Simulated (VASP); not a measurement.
Al3Sb2P:

```xyz
6
Lattice="3.6997 0.0000 0.0000 0.0000 3.6997 0.0000 0.0000 0.0000 8.0520" Properties=species:S:1:pos:R:3 pbc="T T T"
Al    1.8498    0.0000    8.0384
Al    0.0000    1.8498    8.0384
Al    0.0000    0.0000    3.0538
Sb    1.8498    1.8498    2.1464
Sb    0.0000    0.0000    5.9097
P     1.8498    1.8498    5.0214
```

The cell was built from a structure type or drawn by symmetry, and may not be a known phase.

| Item | Value |
| --- | --- |
| Program | VASP 6.6.1 |
| Task | relaxation of cell and atoms |
| Functional | PBE |
| Potentials or basis | VASP PAW PBE potentials, release 64 (Al, Sb_d_GW, P) |
| Cutoff | 500 eV |
| k mesh | 6 × 6 × 2 |
| Occupations | gaussian, width 0.1 eV |
| Spin | no spin polarisation |

At the start: pressure 14.7 GPa; volume 18.37 Å³/atom.

Problem. How do energy, volume and symmetry change on relaxing?

Solution. Over 30 steps the energy falls by 281.6 meV/atom and the volume is 21.64 Å³/atom (+17.8 %); space group P4mm (No. 99, to 0.1 Å) before and after.

Step by step:
| step | energy change (eV) | largest force (eV/Å) | pressure (GPa) | volume (Å³) |
| --- | --- | --- | --- | --- |
| 1 | 0.0000 | 1.3077 | 14.73 | 110.21 |
| 2 | -0.8329 | 1.0974 | -3.45 | 139.38 |
| 3 | -0.9071 | 1.1201 | -0.58 | 131.66 |
| 4 | -0.9953 | 0.9571 | -0.40 | 131.43 |
| 5 | -1.0677 | 0.8015 | 0.23 | 130.92 |
| 6 | -1.1188 | 0.8588 | 0.22 | 131.09 |
| 7 | -1.1995 | 1.0327 | 0.46 | 131.59 |
| 8 | -1.2589 | 0.5819 | -0.33 | 132.76 |
| 9 | -1.2719 | 0.3325 | -0.82 | 133.70 |
| 10 | -1.3211 | 0.3111 | -0.38 | 132.12 |
| 11 | -1.3750 | 0.4147 | 1.14 | 127.99 |
| 12 | -1.4019 | 0.3773 | 0.85 | 128.30 |
| 13 | -1.4792 | 0.3642 | 0.07 | 129.21 |
| 14 | -1.5895 | 0.2064 | -1.10 | 131.05 |
| 15 | -1.6436 | 0.1033 | -0.27 | 129.36 |
| 16 | -1.6514 | 0.1239 | 0.16 | 128.51 |
| 17 | -1.6661 | 0.1338 | -0.14 | 129.05 |
| 18 | -1.6716 | 0.2349 | -0.40 | 129.66 |
| 19 | -1.6717 | 0.2225 | -0.39 | 129.58 |
| 20 | -1.6756 | 0.1972 | 0.12 | 128.72 |
| 21 | -1.6760 | 0.1858 | 0.33 | 128.38 |
| 22 | -1.6797 | 0.1343 | 0.33 | 128.48 |
| 23 | -1.6841 | 0.1104 | 0.38 | 128.71 |
| 24 | -1.6842 | 0.1108 | 0.40 | 128.77 |
| 25 | -1.6869 | 0.1083 | -0.15 | 130.08 |
| 26 | -1.6869 | 0.1083 | -0.15 | 130.08 |
| 27 | -1.6881 | 0.0838 | -0.04 | 129.91 |
| 28 | -1.6884 | 0.0670 | 0.05 | 129.78 |
| 29 | -1.6894 | 0.0485 | 0.05 | 129.81 |
| 30 | -1.6898 | 0.0389 | 0.04 | 129.83 |

Final structure:
```xyz
6
Lattice="3.9326 0.0000 0.0000 0.0000 3.9326 0.0000 0.0000 0.0000 8.3946" Properties=species:S:1:pos:R:3 pbc="T T T"
Al    1.9663    0.0000    0.0529
Al    0.0000    1.9663    0.0529
Al    0.0000    0.0000    2.2037
Sb    1.9663    1.9663    2.9620
Sb    0.0000    0.0000    5.9373
P     1.9663    1.9663    5.5804
```

Caveat: the k points lie up to 0.37 Å⁻¹ apart in the final cell, too coarse for converged energies and pressures of a metal; the volume moved by over 15 % at a fixed basis, so the end points are rough.
